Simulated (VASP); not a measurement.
# NaCl (Pm-3m) in VASP: settings compared

Aim: see how the results for NaCl move with the level of theory and the settings. Levels: PBE, RPBE+D3(BJ), PBEsol+D3(BJ), PBEsol+D4. Tasks: single point.

Everything below comes from runs of VASP 6.6.1. Logs are shortened: lines on timing, memory, paths and dates and some standing lists are left out, and cuts for length are marked.

## 1. The cell of the first run

The structure is cubic, space group Pm-3m (No. 221). Conventional cell: a = 3.431 Å, b = 3.431 Å, c = 3.431 Å, α = 90.00°, β = 90.00°, γ = 90.00°. Cl (site symmetry m-3m) has 8 Na at 2.97 Å and 6 Cl at 3.43 Å within 3.9 Å. Na (site symmetry m-3m) has 8 Cl at 2.97 Å and 6 Na at 3.43 Å within 3.9 Å.

## 2. Single point, PBE

File INCAR:

```
PREC = Accurate
ENCUT = 520
EDIFF = 1E-7
ISMEAR = -1
SIGMA = 0.05
LREAL = False
LASPH = True
NELM = 100
ALGO = Normal
ISIF = 2
LWAVE = False
LCHARG = True
GGA = PE
LELF = True
LVHAR = True
NBANDS = 14
```

File KPOINTS:

```
Automatic mesh
0
Gamma
  8 8 8
```

File POSCAR:

```
NaCl
1.0
    3.4306966741      0.0000000000      0.0000000000
    0.0000000000      3.4306966741      0.0000000000
    0.0000000000      0.0000000000      3.4306966741
Cl Na
1 1
Direct
    0.5000000000      0.5000000000      0.5000000000
    0.0000000000      0.0000000000      0.0000000000
```

Potentials or basis: VASP PAW PBE potentials, release 64 (Cl, Na_pv).

On the command line:

```bash
$ cat potpaw_PBE.64/Cl/POTCAR potpaw_PBE.64/Na_pv/POTCAR > POTCAR
$ mpirun -np 1 vasp_std > vasp.out
```

OUTCAR:

```text
PREC = Accurate
   ENCUT = 520
   EDIFF = 1E-7
   ISMEAR = -1
   LREAL = False
   LASPH = True
   NELM = 100
   ISIF = 2
   GGA = PE

 ion  position               nearest neighbor table
   1  0.500  0.500  0.500-
   2  0.000  0.000  0.000-

  LATTYP: Found a simple cubic cell.
 ALAT       =     3.4306966741

  Lattice vectors:

 A1 = (   3.4306966741,   0.0000000000,   0.0000000000)
 A2 = (   0.0000000000,   3.4306966741,   0.0000000000)
 A3 = (   0.0000000000,   0.0000000000,   3.4306966741)

Analysis of symmetry for initial positions (statically):
=====================================================================
 Subroutine PRICEL returns:
 Original cell was already a primitive cell.

 Routine SETGRP: Setting up the symmetry group for a
 simple cubic supercell.

 Subroutine GETGRP returns: Found 48 space group operations
 (whereof 48 operations were pure point group operations)
 out of a pool of 48 trial point group operations.

The static configuration has the point symmetry O_h .

Analysis of symmetry for dynamics (positions and initial velocities):
=====================================================================
 Subroutine PRICEL returns:
 Original cell was already a primitive cell.

 Routine SETGRP: Setting up the symmetry group for a
 simple cubic supercell.

 Subroutine GETGRP returns: Found 48 space group operations
 (whereof 48 operations were pure point group operations)
 out of a pool of 48 trial point group operations.

The dynamic configuration has the point symmetry O_h .

 Subroutine INISYM returns: Found 48 space group operations
 (whereof 48 operations are pure point group operations),
 and found     1 'primitive' translations

----------------------------------------------------------------------------------------

                                     Primitive cell

  volume of cell :      40.3782

  direct lattice vectors                    reciprocal lattice vectors
     3.430696674  0.000000000  0.000000000     0.291485985  0.000000000  0.000000000
     0.000000000  3.430696674  0.000000000     0.000000000  0.291485985  0.000000000
     0.000000000  0.000000000  3.430696674     0.000000000  0.000000000  0.291485985

  length of vectors
     3.430696674  3.430696674  3.430696674     0.291485985  0.291485985  0.291485985

  position of ions in fractional coordinates (direct lattice)
     0.500000000  0.500000000  0.500000000
     0.000000000  0.000000000  0.000000000

  ion indices of the primitive-cell ions
   primitive index   ion index
                 1           1
                 2           2

----------------------------------------------------------------------------------------

 KPOINTS: Automatic mesh

Automatic generation of k-mesh.
 Grid dimensions read from file:
 generate k-points for:    8    8    8

 Generating k-lattice:

  Cartesian coordinates                     Fractional coordinates (reciprocal lattice)
     0.036435748  0.000000000  0.000000000     0.125000000  0.000000000  0.000000000
     0.000000000  0.036435748  0.000000000     0.000000000  0.125000000  0.000000000
     0.000000000  0.000000000  0.036435748     0.000000000  0.000000000  0.125000000

  Length of vectors
     0.036435748  0.036435748  0.036435748

  Shift w.r.t. Gamma in fractional coordinates (k-lattice)
     0.000000000  0.000000000  0.000000000

 Subroutine IBZKPT returns following result:
 ===========================================

 Found     35 irreducible k-points:

 Following reciprocal coordinates:
            Coordinates               Weight
  0.000000  0.000000  0.000000      1.000000
  0.125000  0.000000  0.000000      6.000000
  0.250000  0.000000  0.000000      6.000000
  0.375000  0.000000  0.000000      6.000000
  0.500000  0.000000  0.000000      3.000000
  0.125000  0.125000  0.000000     12.000000
[... 16 lines left out ...]
  0.375000  0.375000  0.125000     24.000000
  0.500000  0.375000  0.125000     24.000000
 [... further k-points ...]
   k-points           NKPTS =     35   k-points in BZ     NKDIM =     35   number of bands    NBANDS=     14
   number of dos      NEDOS =    301   number of ions     NIONS =      2
   total plane-waves  NPLWV =  21952
   dimension x,y,z NGX =    28 NGY =   28 NGZ =   28
   dimension x,y,z NGXF=    56 NGYF=   56 NGZF=   56
   ions per type =               1   1
   NGX,Y,Z   is equivalent  to a cutoff of  13.57, 13.57, 13.57 a.u.
   NGXF,Y,Z  is equivalent  to a cutoff of  27.14, 27.14, 27.14 a.u.
 SYSTEM =  unknown system
   PREC   = accura    normal or accurate (medium, high low for compatibility)
   ISTART =      0    job   : 0-new  1-cont  2-samecut
   ICHARG =      2    charge: 1-file 2-atom 10-const
   ISPIN  =      1    spin polarized calculation?
   LNONCOLLINEAR =      F non collinear calculations
   LSORBIT =      F    spin-orbit coupling
   LASPH  =      T    aspherical Exc in radial PAW
   ENCUT  =  520.0 eV  38.22 Ry    6.18 a.u.   6.38  6.38  6.38*2*pi/ulx,y,z
   NELM   =    100;   NELMIN=  2; NELMDL= -5     # of ELM steps
   EDIFF  = 0.1E-06   stopping-criterion for ELM
   LREAL  =      F    real-space projection
   EDIFFG = 0.1E-05   stopping-criterion for IOM
   NSW    =      0    number of steps for IOM
   IBRION =     -1    ionic relax: 0-MD 1-quasi-New 2-CG
   NFREE  =      0    steps in history (QN), initial steepest desc. (CG)
   ISIF   =      2    stress and relaxation
   ISYM   =      2    0-nonsym 1-usesym 2-fastsym
   POTIM  = 0.5000    time-step for ionic-motion
   TEBEG  =    0.0;   TEEND  =   0.0 temperature during run
   PSTRESS=    0.0 pullay stress
   NELECT =      14.0000    total number of electrons
   NUPDOWN=      -1.0000    fix difference up-down
   EMIN   =  10.00;   EMAX   =-10.00  energy-range for DOS
   EFERMI =   0.00;   METHOD = LEGACY
   ISMEAR =    -1;   SIGMA  =   0.05  broadening in eV -4-tet -1-fermi 0-gaus
   EFERMI_NEDOS =   21; number of points for ismear=-14 and -15
   IALGO  =     38    algorithm
   IMIX   =      4    mixing-type and parameters
     AMIX     =   0.40;   BMIX     =  1.00
     AMIX_MAG =   1.60;   BMIX_MAG =  1.00
  volume/ion in A,a.u.               =      20.19       136.24
  Fermi-wavevector in a.u.,A,eV,Ry     =   1.150099  2.173372 17.996800  1.322727
  Thomas-Fermi vector in A             =   2.286765
   LORBIT       =      0    0 simple, 1 ext, 2 COOP (PROOUT), +10 PAW based schemes
   GGA     = PE    functional components
[... 5 lines left out ...]
 non-spin polarized calculation
  energy-cutoff  :      520.00
  volume of cell :       40.38
 maximum number of plane-waves:      1108
 NGX is ok and might be reduce to    28
   NGX = 13   NGY = 13   NGZ = 13

 number of electron      14.0000012 magnetization

 Free energy of the ion-electron system (eV)
  ---------------------------------------------------
  ext. energy  EPLUGINS =         0.00000000
  ---------------------------------------------------
  free energy    TOTEN  =        -6.45278438 eV

  energy without entropy =       -6.45278438  energy(sigma->0) =       -6.45278438

 E-fermi :   1.9344     XC(G=0):  -8.7033

 val. band max:        0.8708694057   @ k =   0.5000   0.5000   0.0000
 cond. band min:       5.0664090840   @ k =   0.0000   0.0000   0.0000
 fundamental gap:      4.1955396783
 Fermi energy:         1.9343520987

 k-point     1 :       0.0000    0.0000    0.0000
  band No.  band energies     occupation
      1     -21.1477      2.00000
      2     -21.1477      2.00000
      3     -21.1477      2.00000
      4     -12.7304      2.00000
      5       0.3280      2.00000
      6       0.3280      2.00000
      7       0.3280      2.00000
      8       5.0664      0.00000
      9       9.3774      0.00000
     10       9.3774      0.00000
     11      17.0028      0.00000
     12      17.0028      0.00000
     13      17.0028      0.00000
     14      17.1542      0.00000

 k-point     2 :       0.1250    0.0000    0.0000
  band No.  band energies     occupation
      1     -21.1554      2.00000
      2     -21.1470      2.00000
      3     -21.1470      2.00000
      4     -12.6729      2.00000
      5      -0.2106      2.00000
      6       0.3635      2.00000
      7       0.3635      2.00000
      8       5.5329      0.00000
      9       9.5544      0.00000
     10       9.7734      0.00000
     11      15.5153      0.00000
     12      15.5153      0.00000
     13      16.6745      0.00000
     14      17.1246      0.00000

 k-point     3 :       0.2500    0.0000    0.0000
  band No.  band energies     occupation
      1     -21.1738      2.00000
      2     -21.1454      2.00000
      3     -21.1454      2.00000
      4     -12.5284      2.00000
      5      -1.2286      2.00000
      6       0.4520      2.00000
      7       0.4520      2.00000
      8       6.4536      0.00000
      9      10.0697      0.00000
     10      10.4378      0.00000
     11      14.1260      0.00000
     12      14.1260      0.00000
     13      16.3968      0.00000
     14      16.8131      0.00000

 k-point     4 :       0.3750    0.0000    0.0000
  band No.  band energies     occupation
      1     -21.1921      2.00000
      2     -21.1437      2.00000
      3     -21.1437      2.00000
      4     -12.3747      2.00000
      5      -2.0476      2.00000
      6       0.5442      2.00000
      7       0.5442      2.00000
      8       7.4206      0.00000
      9      10.2973      0.00000
     10      10.8337      0.00000
     11      13.1924      0.00000
     12      13.1924      0.00000
     13      14.9373      0.00000
     14      17.8210      0.00000

 k-point     5 :       0.5000    0.0000    0.0000
  band No.  band energies     occupation
      1     -21.1997      2.00000
      2     -21.1430      2.00000
      3     -21.1430      2.00000
      4     -12.3080      2.00000
      5      -2.3532      2.00000
      6       0.5836      2.00000
      7       0.5836      2.00000
      8       7.9936      0.00000
      9       9.8686      0.00000
     10      11.3572      0.00000
     11      12.8644      0.00000
[... 276 lines left out ...]
 k-point    22 :       0.5000    0.2500    0.1250
  band No.  band energies     occupation
      1     -21.1922      2.00000
      2     -21.1646      2.00000
      3     -21.1473      2.00000
      4     -12.1172      2.00000
      5      -1.9338      2.00000
      6      -0.5990      2.00000
      7       0.3406      2.00000
      8       8.0145      0.00000
      9       9.7672      0.00000
     10      10.6110      0.00000
     11      12.7199      0.00000
     12      14.1547      0.00000
     13      14.4585      0.00000
     14      18.5165      0.00000

 k-point    23 :       0.3750    0.3750    0.1250
  band No.  band energies     occupation
      1     -21.1826      2.00000
      2     -21.1808      2.00000
      3     -21.1464      2.00000
      4     -12.0561      2.00000
      5      -1.4705      2.00000
      6      -1.3332      2.00000
      7       0.4064      2.00000
      8       7.3246      0.00000
      9      10.0872      0.00000
     10      11.1119      0.00000
     11      12.2383      0.00000
     12      14.4838      0.00000
     13      14.6522      0.00000
     14      18.2619      0.00000

 k-point    24 :       0.5000    0.3750    0.1250
  band No.  band energies     occupation
      1     -21.1882      2.00000
      2     -21.1801      2.00000
      3     -21.1457      2.00000
      4     -12.0054      2.00000
      5      -1.6722      2.00000
      6      -1.2912      2.00000
      7       0.4576      2.00000
      8       6.9785      0.00000
      9      10.5277      0.00000
     10      10.8198      0.00000
     11      12.1263      0.00000
     12      14.6973      0.00000
     13      14.7720      0.00000
     14      17.8340      0.00000

 [... further k-points ...]
[... 5 lines left out ...]
  --------------------------------------------------------------------------------------
  -------------------------------------------------------------------------------------
  Total        0.4858420      0.4858420      0.4858420     -0.0000000     -0.0000000      0.0000000
  in kB       19.2778534     19.2778534     19.2778534     -0.0000000     -0.0000000      0.0000000
  external PRESSURE =      19.2778534 kB  Pullay stress =       0.0000000 kB

 VOLUME and BASIS-vectors are now :
 -----------------------------------------------------------------------------
  energy-cutoff  :      520.00
  volume of cell :       40.38
      direct lattice vectors                 reciprocal lattice vectors
     3.430696674  0.000000000  0.000000000     0.291485985  0.000000000  0.000000000
     0.000000000  3.430696674  0.000000000     0.000000000  0.291485985  0.000000000
     0.000000000  0.000000000  3.430696674     0.000000000  0.000000000  0.291485985

 POSITION                                       TOTAL-FORCE (eV/Angst)
 -----------------------------------------------------------------------------------
      1.71535      1.71535      1.71535         0.000000      0.000000      0.000000
      0.00000      0.00000      0.00000         0.000000      0.000000      0.000000
 -----------------------------------------------------------------------------------
    total drift:                               -0.000000      0.000000      0.000000

  FREE ENERGIE OF THE ION-ELECTRON SYSTEM (eV)
  ---------------------------------------------------
  free  energy   TOTEN  =        -6.4527843776 eV

  energy  without entropy=       -6.4527843775  energy(sigma->0) =       -6.45278438
```

Run time: 11 s. Hardware: 1 thread of AMD EPYC 9R45 (Zen 5), shared host; peak memory 0.13 GiB.

What came out:

```yaml
Free_energy: -6.4528 eV
Pressure: 1.9 GPa
Band_gap_on_the_k_mesh: 4.20 eV, indirect (least direct gap 4.74 eV)
```

A k mesh can miss the band edges. As with any semilocal functional, this PBE gap is likely too small.

## 3. Single point, PBE

This run uses another cell than the first one, of 22.34 Å³/atom, 1.106 times its volume.

File INCAR:

```
ALGO = Normal
EDIFF = 1E-6
ENCUT = 520
GGA = PE
ISIF = 2
ISMEAR = -1
LASPH = T
LCHARG = F
LREAL = F
LWAVE = F
NBANDS = 14
NELM = 60
PREC = Accurate
SIGMA = 0.05
```

File KPOINTS:

```
k-points
0
Gamma
  8 8 8
```

File POSCAR:

```
NaCl
1.0
    3.5482767325      0.0000000000      0.0000000000
    0.0000000000      3.5482767325      0.0000000000
    0.0000000000      0.0000000000      3.5482767325
Cl Na
1 1
Direct
    0.5000000000      0.5000000000      0.5000000000
    0.0000000000      0.0000000000      0.0000000000
```

Potentials or basis: VASP PAW PBE potentials, release 64 (Cl, Na_pv).

On the command line:

```bash
$ cat potpaw_PBE.64/Cl/POTCAR potpaw_PBE.64/Na_pv/POTCAR > POTCAR
$ mpirun -np 1 vasp_std > vasp.out
```

Wall time 8.9 s (1 thread of AMD EPYC 9R45 (Zen 5), shared host); peak memory 0.13 GiB.

Results (log left out):

| Quantity | Value |
| --- | --- |
| Free energy | -6.4646 eV |
| Pressure | -0.9 GPa |
| Band gap on the k mesh | 3.85 eV, indirect (least direct gap 4.31 eV) |

Levels at points of the mesh, in eV from the valence-band top:
```tsv
k point	band 4	band 5	band 6	band 7	band 8	band 9	band 10	band 11
(0.00, 0.00, 0.00)	-13.25	-0.46	-0.46	-0.46	3.85	8.61	8.61	15.32
(0.50, 0.00, 0.00)	-12.93	-2.77	-0.24	-0.24	6.80	8.30	10.52	11.74
(0.50, 0.50, 0.00)	-12.68	-2.13	-2.13	0.00	5.54	9.80	10.77	10.77
(0.50, 0.50, 0.50)	-12.44	-1.73	-1.73	-1.73	7.12	7.12	7.12	11.34
```

A k mesh can miss the band edges. As with any semilocal functional, this PBE gap is likely too small.

## 4. Single point, RPBE+D3(BJ)

This run uses another cell than the first one, of 16.08 Å³/atom, 0.796 times its volume.

File INCAR:

```
ALGO = Normal
EDIFF = 1E-7
ENCUT = 520
GGA = RP
ISIF = 2
ISMEAR = -1
IVDW = 12
LASPH = True
LCHARG = False
LREAL = False
LWAVE = False
NBANDS = 14
NELM = 80
PREC = Accurate
SIGMA = 0.05
```

KPOINTS is that of step 3.

File POSCAR:

```
NaCl
1.0
    3.1800359021      0.0000000000      0.0000000000
    0.0000000000      3.1800359021      0.0000000000
    0.0000000000      0.0000000000      3.1800359021
Cl Na
1 1
Direct
    0.5000000000      0.5000000000      0.5000000000
    0.0000000000      0.0000000000      0.0000000000
```

Potentials or basis: VASP PAW PBE potentials, release 64 (Cl, Na_pv).

On the command line:

```bash
$ cat potpaw_PBE.64/Cl/POTCAR potpaw_PBE.64/Na_pv/POTCAR > POTCAR
$ mpirun -np 1 vasp_std > vasp.out
```

OUTCAR:

```text
EDIFF = 1E-7
   ENCUT = 520
   GGA = RP
   ISIF = 2
   ISMEAR = -1
   IVDW = 12
   LASPH = True
   LREAL = False
   NELM = 80
   PREC = Accurate
 IVDW          = 12

 ion  position               nearest neighbor table
   1  0.500  0.500  0.500-
   2  0.000  0.000  0.000-

  LATTYP: Found a simple cubic cell.
 ALAT       =     3.1800359021

  Lattice vectors:

 A1 = (   3.1800359021,   0.0000000000,   0.0000000000)
 A2 = (   0.0000000000,   3.1800359021,   0.0000000000)
 A3 = (   0.0000000000,   0.0000000000,   3.1800359021)

Analysis of symmetry for initial positions (statically):
=====================================================================
 Subroutine PRICEL returns:
 Original cell was already a primitive cell.

 Routine SETGRP: Setting up the symmetry group for a
 simple cubic supercell.

 Subroutine GETGRP returns: Found 48 space group operations
 (whereof 48 operations were pure point group operations)
 out of a pool of 48 trial point group operations.

The static configuration has the point symmetry O_h .

Analysis of symmetry for dynamics (positions and initial velocities):
[... 176 lines left out ...]
      9      11.1575      0.00000
     10      11.1575      0.00000
     11      19.8842      0.00000
     12      19.8842      0.00000
     13      19.8842      0.00000
     14      21.9367      0.00000
[... 377 lines left out ...]
      1     -19.1207      2.00000
      2     -19.1016      2.00000
      3     -19.0263      2.00000
      4     -10.4423      2.00000
      5      -0.5367      2.00000
      6      -0.0221      2.00000
      7       2.3751      2.00000
      8       9.2391      0.00000
      9      13.6488      0.00000
     10      13.6625      0.00000
     11      14.8312      0.00000
     12      18.1805      0.00000
     13      18.5191      0.00000
     14      22.5141      0.00000

 [... further k-points ...]

------------------------ aborting loop because EDIFF is reached ----------------------------------------

 Edisp (eV)   -2.85631

 E8    (eV) :    -1.8148

  FORCE on cell =-STRESS in cart. coord.  units (eV):
  Direction    XX          YY          ZZ          XY          YZ          ZX
  --------------------------------------------------------------------------------------
  -------------------------------------------------------------------------------------
  Total      -0.01179    -0.01179    -0.01179     0.00000     0.00000    -0.00000
  in kB      -0.58723    -0.58723    -0.58723     0.00000     0.00000    -0.00000
  external pressure =       -0.59 kB  Pullay stress =        0.00 kB

 VOLUME and BASIS-vectors are now :
 -----------------------------------------------------------------------------
  energy-cutoff  :      520.00
  volume of cell :       32.16
      direct lattice vectors                 reciprocal lattice vectors
     3.180035902  0.000000000  0.000000000     0.314461859  0.000000000  0.000000000
     0.000000000  3.180035902  0.000000000     0.000000000  0.314461859  0.000000000
     0.000000000  0.000000000  3.180035902     0.000000000  0.000000000  0.314461859

 POSITION                                       TOTAL-FORCE (eV/Angst)
 -----------------------------------------------------------------------------------
      1.59002      1.59002      1.59002         0.000000      0.000000      0.000000
      0.00000      0.00000      0.00000         0.000000      0.000000      0.000000
 -----------------------------------------------------------------------------------
    total drift:                                0.000000     -0.000000     -0.000000

  FREE ENERGIE OF THE ION-ELECTRON SYSTEM (eV)
  ---------------------------------------------------
  free  energy   TOTEN  =        -8.4110802381 eV

  energy  without entropy=       -8.4110802381  energy(sigma->0) =       -8.41108024
```

It took 6.1 s on 1 thread of Intel Xeon Platinum 8559C (Emerald Rapids), shared host; peak memory 0.14 GiB.

What came out:

| Quantity | Value |
| --- | --- |
| Free energy | -8.4111 eV |
| Pressure | -0.1 GPa |
| Band gap on the k mesh | 5.52 eV, indirect (least direct gap 5.55 eV) |
| Dispersion energy per atom | -1.428 eV |

Caveat: the PAW data sets were made with another functional, which shifts forces and pressure a little. A k mesh can miss the band edges.

(Continued in part 2 of 2.)
